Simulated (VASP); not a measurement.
Ba2Be: single point with PBE

Crystal: Ba2Be.

```
Ba Be
1.0
     4.12006    0.00000    0.00000
     0.00000    4.12006    0.00000
     0.00000    0.00000    8.22680
Ba Be
4 2
Direct
  0.00000 0.00000 0.00000
  0.50000 0.50000 0.00000
  0.00000 0.50000 0.63600
  0.50000 0.00000 0.36400
  0.00000 0.50000 0.27300
  0.50000 0.00000 0.72700
```

The cell was generated, and may not be a known phase.

```yaml
Program: VASP 6.6.1
Task: single point
Functional: PBE
Potentials_or_basis: VASP PAW PBE potentials, release 64 (Ba_sv, Be)
Cutoff: 520 eV
k_mesh: 4 × 4 × 2
Occupations: gaussian, width 0.1 eV
Spin: no spin polarisation
Dipole_correction: no
Further_INCAR_settings: ALGO = Normal; EDIFF = 1e-07; NBANDS = 31
```

| Quantity | Value |
| --- | --- |
| Pressure | 22.6 GPa |
| Largest force | 0.710 eV/Å |
| Band gap on the k mesh | zero (bands 22 and 23 overlap by 0.68 eV) |

Forces on the atoms (eV/Å):
```
Ba   0.000  0.000  0.000
Ba   0.000  0.000  0.000
Ba   0.000  0.000 -0.485
Ba   0.000  0.000  0.485
Be   0.000  0.000 -0.710
Be   0.000  0.000  0.710
```

Stress tensor (GPa, compression positive):
```
26.43  0.00  0.00
 0.00 26.43  0.00
 0.00  0.00 14.82
```

Levels at points of the mesh, in eV from the Fermi level:
```
           k point  band 18  band 19  band 20  band 21  band 22  band 23  band 24  band 25  band 26  band 27
(0.00, 0.00, 0.00)    -4.19    -2.29    -0.69    -0.64    -0.59    -0.59    -0.36     1.06     1.53     2.00
(0.50, 0.00, 0.00)    -2.10    -1.27    -1.27    -0.30    -0.30     0.02     0.02     1.33     1.33     1.88
(0.50, 0.50, 0.00)    -3.40    -1.73    -1.73    -0.59    -0.59     1.28     1.28     1.70     1.70     2.09
(0.00, 0.00, 0.50)    -3.49    -3.00    -1.23    -0.68    -0.57    -0.57    -0.34     0.53     1.13     1.92
(0.50, 0.00, 0.50)    -2.37    -1.25    -1.25     0.02     0.02     0.28     0.28     1.77     1.77     1.90
(0.50, 0.50, 0.50)    -3.88    -0.45    -0.45    -0.34    -0.34     0.89     0.89     1.72     1.72     2.16
```

It took 62 s on 1 thread of Oxide Virtual Turin-like Processor (shared host), peak memory 0.22 GiB.

Caveat: the k points lie up to 0.38 Å⁻¹ apart, too coarse for converged energies and pressures of a metal; spin-orbit coupling is left out, which moves the levels of the heavy elements.
